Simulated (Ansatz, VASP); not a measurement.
Ga7Si: VASP beside Ansatz

```
Si Ga
1.0
     2.78346   -4.85878    0.36338
     3.12168    5.05555   -0.22070
     0.24622   -0.57767   10.34674
Si Ga
2 14
Direct
  0.24520 0.49681 0.65373
  0.82701 0.51079 0.64971
  0.36448 0.26926 0.12954
  0.05992 0.00263 0.60044
  0.87137 0.27167 0.11716
  0.54956 0.00731 0.61353
  0.40839 0.75302 0.09945
  0.89032 0.75260 0.14980
  0.83204 0.48886 0.39660
  0.60226 0.24238 0.87692
  0.34562 0.50105 0.39984
  0.09390 0.22407 0.87051
  0.85282 0.02137 0.37055
  0.60341 0.73986 0.82979
  0.33832 0.97183 0.35152
  0.09197 0.74981 0.88817
```

Alike in both runs: functional PBE; k mesh 4 × 4 × 2; occupations gaussian, width 0.1 eV; no spin polarisation.

Ansatz relaxed the structure, and its values are those at the end. VASP's run is a single point on that final structure, the one shown.

|  | VASP | Ansatz |
| --- | --- | --- |
| version | VASP 6.6.1 | Ansatz 0.2.0 |
| potentials or method | VASP PAW PBE potentials, release 64 (Si, Ga_d), cutoff 520 eV | scalar-relativistic, plane waves, PAW |
| valence electrons in the cell | 190 | 190 |

VASP gave:

* gap on the k mesh at the Fermi level (eV): none
* pressure (GPa): 0.1
* rms of the force components (eV/Å): 0.013

Question: Which values does Ansatz return?

Answer: gap on the k mesh at the Fermi level (eV): none; pressure (GPa): 0.0; rms of the force components (eV/Å): 0.013.

A gap of «none» marks a metal or a gap that the smearing closes. The functional is the same, so the differences come from potentials, cutoffs and numerics.
